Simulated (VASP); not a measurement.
Li2S:

```
CELL_PARAMETERS angstrom
0.00000 2.84450 2.84450
2.84450 0.00000 2.84450
2.84450 2.84450 0.00000
ATOMIC_POSITIONS crystal
Li 0.25000 0.25000 0.25000
Li 0.75000 0.75000 0.75000
S 0.00000 0.00000 0.00000
```

| Item | Value |
| --- | --- |
| Program | VASP 6.6.1 |
| Task | relaxation of cell and atoms |
| Functional | revPBE |
| Dispersion | D3(BJ) |
| Potentials or basis | VASP PAW PBE potentials, release 64 (Li_sv, S) |
| Cutoff | 750 eV |
| k mesh | 6 × 6 × 6 |
| Occupations | gaussian, width 0.01 eV |
| Spin | no spin polarisation |

At the start: pressure -4.3 GPa; volume 15.34 Å³/atom.

How do energy, volume and symmetry change on relaxing?

Over 3 steps the energy falls by 21.9 meV/atom and the volume is 13.88 Å³/atom (-9.5 %); space group Fm-3m (No. 225, to 0.05 Å).

The path:
```csv
step,energy change (eV),largest force (eV/Å),pressure (GPa),volume (Å³)
1,0.0000,0.0000,-4.25,46.03
2,-0.0533,0.0000,-2.05,43.37
3,-0.0657,0.0000,-0.19,41.64
```

Final structure:
```xyz
3
Lattice="0.0000 2.7510 2.7510 2.7510 0.0000 2.7510 2.7510 2.7510 0.0000" Properties=species:S:1:pos:R:3 pbc="T T T"
Li    1.3755    1.3755    1.3755
Li    4.1265    4.1265    4.1265
S     0.0000    0.0000    0.0000
```

Caveat: the PAW data sets were made with another functional, which shifts forces and pressure a little.
